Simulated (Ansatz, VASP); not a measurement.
**One calculation of SrCl2, two programs**

Contents of INCAR:

```
PREC = Accurate
ENCUT = 520
EDIFF = 1E-6
ISMEAR = 0
SIGMA = 0.05
LREAL = False
LASPH = True
NELM = 80
ALGO = Normal
ISIF = 2
LWAVE = False
LCHARG = True
GGA = PE
LELF = True
LVHAR = True
NBANDS = 19
```

KPOINTS

```
Automatic mesh
0
Gamma
  6 6 6
```

The input POSCAR:

```
SrCl2
1.0
    0.0000000000      3.4332175000      3.4855000000
    3.4855000000      0.0000000000      3.4855000000
    3.4855000000      3.4332175000      0.0000000000
Sr Cl
1 2
Direct
    0.0000000000      0.0000000000      0.0000000000
    0.2500000000      0.2500000000      0.2500000000
    0.7500000000      0.7500000000      0.7500000000
```

Input for Ansatz:

```yaml
crystal:
  lattice:
    - [0.0, 3.4332175, 3.4855]
    - [3.4855, 0.0, 3.4855]
    - [3.4855, 3.4332175, 0.0]
  atoms:
    - { symbol: Sr, position: [0.0, 0.0, 0.0] }
    - { symbol: Cl, position: [0.25, 0.25, 0.25] }
    - { symbol: Cl, position: [0.75, 0.75, 0.75] }
basis:
  ecutwfc: 420
kpoints:
  mp_grid: { grid: [6, 6, 6] }
hamiltonian:
  xc: pbe
scf:
  occupations: { method: gaussian, width: 0.05 }
output:
  forces: true
  stress: true
  eigenvalues: true
```

Change from the starting cell: strain -0.0150 x Voigt [0, 1, 0, 0, 0, 0], atoms carried along.

Alike in both runs: task single point; functional PBE; k mesh 6 × 6 × 6; occupations gaussian, width 0.05 eV; no spin polarisation.

|  | VASP | Ansatz |
| --- | --- | --- |
| version | VASP 6.6.1 | Ansatz 0.2.0 |
| potentials or method | VASP PAW PBE potentials, release 64 (Sr_sv, Cl), cutoff 520 eV | scalar-relativistic, plane waves, PAW |
| valence electrons in the cell | 24 | 24 |

VASP gave:

| Item | Value |
| --- | --- |
| gap on the k mesh at the Fermi level (eV) | 5.33 |
| least direct gap on the mesh (eV) | 5.43 |
| pressure (GPa) | 1.8 |
| traceless stress, the component that is largest in VASP (GPa) | 0.54 |

**Question.** What did Ansatz give for the same quantities?

**Answer.** gap on the k mesh at the Fermi level (eV): 5.34; least direct gap on the mesh (eV): 5.44; pressure (GPa): 1.7; traceless stress, the component that is largest in VASP (GPa): 0.54.

With one functional, cell and mesh, what is left measures potentials, basis and numerics.
